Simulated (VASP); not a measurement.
# Ta (Im-3m) in VASP: single point with PBE

Aim: the single point of Ta with PBE.

All numbers are computed with VASP 6.6.1; they aren't measurements. Logs are shortened: lines on timing, memory, paths and dates and some standing lists are left out, and cuts for length are marked.

## 1. The cell of the first run

The structure is cubic, space group Im-3m (No. 229). The conventional cell has a = 3.320 Å, b = 3.320 Å, c = 3.320 Å, α = 90.00°, β = 90.00°, γ = 90.00°. Ta (site symmetry m-3m) has 14 Ta at 2.87 to 3.32 Å within 3.8 Å.

## 2. Single point, PBE

Contents of INCAR:

```
PREC = Accurate
ENCUT = 500
EDIFF = 1E-6
ISMEAR = -1
SIGMA = 0.1
LREAL = F
LASPH = T
NELM = 120
ALGO = Normal
ISIF = 2
LWAVE = F
LCHARG = T
GGA = PE
LELF = T
LVHAR = T
NBANDS = 12
GGA_COMPAT = F
```

Contents of KPOINTS:

```
regular mesh
0
Gamma
  4 4 4
```

Contents of POSCAR:

```
Ta
1.0
    1.6598273640      1.6598273640      1.6598273640
   -1.6598273640      1.6598273640      1.6598273640
   -1.6598273640     -1.6598273640      1.6598273640
Ta
1
Direct
    0.0000000000      0.0000000000      0.0000000000
```

Potentials or basis: VASP PAW PBE potentials, release 64 (Ta_pv).

Command:

```
$ cat potpaw_PBE.64/Ta_pv/POTCAR > POTCAR
$ mpirun -np 1 vasp_std > vasp.out
```

OUTCAR:

```text
PREC = Accurate
   ENCUT = 500
   EDIFF = 1E-6
   ISMEAR = -1
   LREAL = F
   LASPH = T
   NELM = 120
   ISIF = 2
   GGA = PE

 ion  position               nearest neighbor table
   1  0.000  0.000  0.000-

  LATTYP: Found a body centered cubic cell.
 ALAT       =     3.3196547280

  Lattice vectors:

 A1 = (   1.6598273640,  -1.6598273640,  -1.6598273640)
 A2 = (   1.6598273640,   1.6598273640,   1.6598273640)
 A3 = (  -1.6598273640,  -1.6598273640,   1.6598273640)

Analysis of symmetry for initial positions (statically):
=====================================================================
 Subroutine PRICEL returns:
 Original cell was already a primitive cell.

 Routine SETGRP: Setting up the symmetry group for a
 body centered cubic supercell.

 Subroutine GETGRP returns: Found 48 space group operations
 (whereof 48 operations were pure point group operations)
 out of a pool of 48 trial point group operations.

The static configuration has the point symmetry O_h .

Analysis of symmetry for dynamics (positions and initial velocities):
=====================================================================
 Subroutine PRICEL returns:
 Original cell was already a primitive cell.

 Routine SETGRP: Setting up the symmetry group for a
 body centered cubic supercell.

 Subroutine GETGRP returns: Found 48 space group operations
 (whereof 48 operations were pure point group operations)
 out of a pool of 48 trial point group operations.

The dynamic configuration has the point symmetry O_h .

 Subroutine INISYM returns: Found 48 space group operations
 (whereof 48 operations are pure point group operations),
 and found     1 'primitive' translations

----------------------------------------------------------------------------------------

                                     Primitive cell

  volume of cell :      18.2915

  direct lattice vectors                    reciprocal lattice vectors
     1.659827364  1.659827364  1.659827364     0.301236147  0.000000000  0.301236147
    -1.659827364  1.659827364  1.659827364    -0.301236147  0.301236147  0.000000000
    -1.659827364 -1.659827364  1.659827364     0.000000000 -0.301236147  0.301236147

  length of vectors
     2.874905326  2.874905326  2.874905326     0.426012245  0.426012245  0.426012245

  position of ions in fractional coordinates (direct lattice)
     0.000000000  0.000000000  0.000000000

  ion indices of the primitive-cell ions
   primitive index   ion index
                 1           1

----------------------------------------------------------------------------------------

 KPOINTS: regular mesh

Automatic generation of k-mesh.
 Grid dimensions read from file:
 generate k-points for:    4    4    4

 Generating k-lattice:

  Cartesian coordinates                     Fractional coordinates (reciprocal lattice)
     0.075309037  0.000000000  0.075309037     0.250000000  0.000000000  0.000000000
    -0.075309037  0.075309037  0.000000000     0.000000000  0.250000000  0.000000000
     0.000000000 -0.075309037  0.075309037     0.000000000  0.000000000  0.250000000

  Length of vectors
     0.106503061  0.106503061  0.106503061

  Shift w.r.t. Gamma in fractional coordinates (k-lattice)
     0.000000000  0.000000000  0.000000000

 Subroutine IBZKPT returns following result:
 ===========================================

 Found      8 irreducible k-points:

 Following reciprocal coordinates:
            Coordinates               Weight
  0.000000  0.000000  0.000000      1.000000
  0.250000  0.000000  0.000000     12.000000
  0.500000  0.000000  0.000000      6.000000
  0.500000  0.250000  0.000000     24.000000
  0.250000  0.250000  0.250000      6.000000
  0.500000  0.250000  0.250000     12.000000
  0.250000 -0.250000  0.250000      2.000000
  0.500000  0.500000  0.500000      1.000000
   k-points           NKPTS =      8   k-points in BZ     NKDIM =      8   number of bands    NBANDS=     12
   number of dos      NEDOS =    301   number of ions     NIONS =      1
   total plane-waves  NPLWV =  13824
   dimension x,y,z NGX =    24 NGY =   24 NGZ =   24
   dimension x,y,z NGXF=    48 NGYF=   48 NGZF=   48
   ions per type =               1
   NGX,Y,Z   is equivalent  to a cutoff of  13.88, 13.88, 13.88 a.u.
   NGXF,Y,Z  is equivalent  to a cutoff of  27.76, 27.76, 27.76 a.u.
 SYSTEM =  unknown system
   PREC   = accura    normal or accurate (medium, high low for compatibility)
   ISTART =      0    job   : 0-new  1-cont  2-samecut
   ICHARG =      2    charge: 1-file 2-atom 10-const
   ISPIN  =      1    spin polarized calculation?
   LNONCOLLINEAR =      F non collinear calculations
   LSORBIT =      F    spin-orbit coupling
   LASPH  =      T    aspherical Exc in radial PAW
   ENCUT  =  500.0 eV  36.75 Ry    6.06 a.u.   5.24  5.24  5.24*2*pi/ulx,y,z
   NELM   =    120;   NELMIN=  2; NELMDL= -5     # of ELM steps
   EDIFF  = 0.1E-05   stopping-criterion for ELM
   LREAL  =      F    real-space projection
   EDIFFG = 0.1E-04   stopping-criterion for IOM
   NSW    =      0    number of steps for IOM
   IBRION =     -1    ionic relax: 0-MD 1-quasi-New 2-CG
   NFREE  =      0    steps in history (QN), initial steepest desc. (CG)
   ISIF   =      2    stress and relaxation
   ISYM   =      2    0-nonsym 1-usesym 2-fastsym
   POTIM  = 0.5000    time-step for ionic-motion
   TEBEG  =    0.0;   TEEND  =   0.0 temperature during run
   PSTRESS=    0.0 pullay stress
   NELECT =      11.0000    total number of electrons
   NUPDOWN=      -1.0000    fix difference up-down
   EMIN   =  10.00;   EMAX   =-10.00  energy-range for DOS
   EFERMI =   0.00;   METHOD = LEGACY
   ISMEAR =    -1;   SIGMA  =   0.10  broadening in eV -4-tet -1-fermi 0-gaus
   EFERMI_NEDOS =   21; number of points for ismear=-14 and -15
   IALGO  =     38    algorithm
   IMIX   =      4    mixing-type and parameters
     AMIX     =   0.40;   BMIX     =  1.00
     AMIX_MAG =   1.60;   BMIX_MAG =  1.00
  volume/ion in A,a.u.               =      18.29       123.44
  Fermi-wavevector in a.u.,A,eV,Ry     =   1.381835  2.611289 25.979883  1.909468
  Thomas-Fermi vector in A             =   2.506582
   LORBIT       =      0    0 simple, 1 ext, 2 COOP (PROOUT), +10 PAW based schemes
   GGA     = PE    functional components
   LHFCALC =     F    Hartree Fock is set to
   AEXX    =    0.0000 exact exchange contribution
   IVDW    =     0    specifies the selected vdW correction
   LEPSILON=     F    determine dielectric tensor
   LRPA    =     F    only Hartree local field effects (RPA)
 non-spin polarized calculation
  energy-cutoff  :      500.00
  volume of cell :       18.29
 maximum number of plane-waves:       476
 NGX is ok and might be reduce to    24
   NGX = 11   NGY = 11   NGZ = 11

 number of electron      11.0000001 magnetization

 Free energy of the ion-electron system (eV)
  ---------------------------------------------------
  ext. energy  EPLUGINS =         0.00000000
  ---------------------------------------------------
  free energy    TOTEN  =       -11.92470968 eV

  energy without entropy =      -11.89524890  energy(sigma->0) =      -11.90997929

 E-fermi :   5.3202     XC(G=0): -12.5415

 val. band max:        5.2789707809   @ k =   0.2500   0.0000   0.0000
 cond. band min:       6.0879519520   @ k =   0.0000   0.0000   0.0000
 fundamental gap:      0.8089811711
 Fermi energy:         5.3201592172

 k-point     1 :       0.0000    0.0000    0.0000
  band No.  band energies     occupation
      1     -27.7839      2.00000
      2     -27.7839      2.00000
      3     -27.7839      2.00000
      4      -2.4946      2.00000
      5       6.0880      0.00093
      6       6.0880      0.00093
      7       6.0880      0.00093
      8       9.3087      0.00000
      9       9.3087      0.00000
     10      20.3024      0.00000
     11      20.3024      0.00000
     12      20.3024      0.00000

 k-point     2 :       0.2500    0.0000    0.0000
  band No.  band energies     occupation
      1     -28.3643      2.00000
      2     -27.9678      2.00000
      3     -27.7870      2.00000
      4      -0.2323      2.00000
      5       4.8290      1.98538
      6       5.2790      1.20308
      7       8.6345      0.00000
      8       8.7305      0.00000
      9       9.4911      0.00000
     10      19.9911      0.00000
     11      20.4290      0.00000
     12      21.8904      0.00000

 k-point     3 :       0.5000    0.0000    0.0000
  band No.  band energies     occupation
      1     -28.8982      2.00000
      2     -28.1456      2.00000
      3     -27.7904      2.00000
      4       1.0509      2.00000
      5       3.8585      2.00000
      6       6.8801      0.00000
      7       9.1797      0.00000
      8      10.1882      0.00000
      9      12.9973      0.00000
     10      16.8357      0.00000
     11      17.2344      0.00000
     12      20.0034      0.00000

 k-point     4 :       0.5000    0.2500    0.0000
  band No.  band energies     occupation
      1     -28.6987      2.00000
      2     -28.2565      2.00000
      3     -27.9022      2.00000
      4       2.2877      2.00000
      5       3.9570      2.00000
      6       4.7997      1.98908
      7       8.9100      0.00000
      8      10.0902      0.00000
      9      13.4584      0.00000
     10      16.5136      0.00000
     11      20.0008      0.00000
     12      20.2089      0.00000

 k-point     5 :       0.2500    0.2500    0.2500
  band No.  band energies     occupation
      1     -28.3855      2.00000
      2     -28.1666      2.00000
      3     -28.1666      2.00000
      4       1.6550      2.00000
      5       4.4693      1.99960
      6       6.5996      0.00001
      7       6.5996      0.00001
      8       8.5093      0.00000
      9      10.2940      0.00000
     10      19.8357      0.00000
     11      20.0400      0.00000
     12      24.4650      0.00000

 k-point     6 :       0.5000    0.2500    0.2500
  band No.  band energies     occupation
      1     -28.7331      2.00000
      2     -28.3583      2.00000
      3     -28.1889      2.00000
      4       2.4782      2.00000
      5       3.5007      2.00000
      6       6.4650      0.00002
      7       7.0618      0.00000
      8      12.5092      0.00000
      9      13.1735      0.00000
     10      16.0141      0.00000
     11      19.1896      0.00000
     12      19.9990      0.00000

 k-point     7 :       0.2500   -0.2500    0.2500
  band No.  band energies     occupation
      1     -28.3455      2.00000
      2     -28.3455      2.00000
      3     -28.3455      2.00000
      4       4.1391      1.99999
      5       4.1391      1.99999
      6       4.1391      1.99999
      7      10.3541      0.00000
      8      10.3541      0.00000
      9      12.3085      0.00000
     10      18.0225      0.00000
     11      18.0225      0.00000
     12      18.0225      0.00000

 k-point     8 :       0.5000    0.5000    0.5000
  band No.  band energies     occupation
      1     -28.5629      2.00000
      2     -28.5629      2.00000
      3     -28.5629      2.00000
      4       1.6486      2.00000
      5       1.6486      2.00000
      6      12.0617      0.00000
      7      12.0617      0.00000
      8      12.0617      0.00000
      9      13.8768      0.00000
     10      13.8768      0.00000
     11      13.8768      0.00000
     12      19.9387      0.00000

------------------------ aborting loop because EDIFF is reached ----------------------------------------

  FORCE on cell =-STRESS in cart. coord.  units (eV):
  Direction    XX          YY          ZZ          XY          YZ          ZX
  --------------------------------------------------------------------------------------
  -------------------------------------------------------------------------------------
  Total       -0.0155849     -0.0155849     -0.0155849     -0.0000000      0.0000000     -0.0000000
  in kB       -1.3651072     -1.3651072     -1.3651072     -0.0000000      0.0000000     -0.0000000
  external PRESSURE =      -1.3651072 kB  Pullay stress =       0.0000000 kB

 VOLUME and BASIS-vectors are now :
 -----------------------------------------------------------------------------
  energy-cutoff  :      500.00
  volume of cell :       18.29
      direct lattice vectors                 reciprocal lattice vectors
     1.659827364  1.659827364  1.659827364     0.301236147  0.000000000  0.301236147
    -1.659827364  1.659827364  1.659827364    -0.301236147  0.301236147  0.000000000
    -1.659827364 -1.659827364  1.659827364     0.000000000 -0.301236147  0.301236147

 POSITION                                       TOTAL-FORCE (eV/Angst)
 -----------------------------------------------------------------------------------
      0.00000      0.00000      0.00000        -0.000000      0.000000      0.000000
 -----------------------------------------------------------------------------------
    total drift:                                0.000000     -0.000000      0.000000

  FREE ENERGIE OF THE ION-ELECTRON SYSTEM (eV)
  ---------------------------------------------------
  free  energy   TOTEN  =       -11.9247096753 eV

  energy  without entropy=      -11.8952488993  energy(sigma->0) =      -11.90997929
```

Run time: 3.1 s. Hardware: 1 thread of Intel Xeon 6975P-C, shared host; peak memory 0.14 GiB.

What came out:

| Property | Result |
| --- | --- |
| Free energy | -11.9247 eV |
| Pressure | -0.1 GPa |

Caveat: the k points lie up to 0.67 Å⁻¹ apart; spin-orbit coupling is left out, which moves the levels of the heavy elements.
